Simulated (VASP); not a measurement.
A run of VASP 6.6.1 is set up as follows.

INCAR

```
SYSTEM = PbO
AGGAC = 1.0
AGGAX = 1.0
ALDAC = 0.0
ALDAX = 1.0
ALGO = Normal
EDIFF = 1E-6
ENCUT = 600
GGA = B5
GGA_COMPAT = .False.
ISIF = 2
ISMEAR = -1
LASPH = .True.
LCHARG = .False.
LREAL = .False.
LWAVE = .False.
NBANDS = 28
NELM = 120
PREC = Accurate
SIGMA = 0.05
```

File KPOINTS:

```
k-points
0
Gamma
  7 7 6
  0 0 0
```

Contents of POSCAR:

```
PbO
1.0
    3.9900000000      0.0000000000      0.0000000000
    0.0000000000      3.9900000000      0.0000000000
    0.0000000000      0.0000000000      5.0100000000
Pb O
2 2
Direct
    0.5000000000      0.0000000000      0.7600000000
    0.0000000000      0.5000000000      0.2400000000
    0.5000000000      0.5000000000      0.0000000000
    0.0000000000      0.0000000000      0.0000000000
```

Potentials or basis: VASP PAW PBE potentials, release 64 (Pb_d, O).

Launch:

```bash
$ cat potpaw_PBE.64/Pb_d/POTCAR potpaw_PBE.64/O/POTCAR > POTCAR
$ mpirun -np 1 vasp_std > vasp.out
```

Q: Estimate the pressure.

A: 7.0 GPa.

Q: What does it give for the band gap on the k mesh?

A: 1.52 eV (least direct gap 2.48 eV).

Q: Predict the largest force.

A: 0.321 eV/Å.

Stress tensor (GPa, compression positive):
```
7.60 0.00 0.00
0.00 7.60 0.00
0.00 0.00 5.68
```

Caveat: the cell stands under pressure; the PAW data sets were made with another functional, which shifts forces and pressure a little; spin-orbit coupling is left out, which moves the levels of the heavy elements; an odd mesh through Γ misses points on the zone boundary, where band edges can lie.
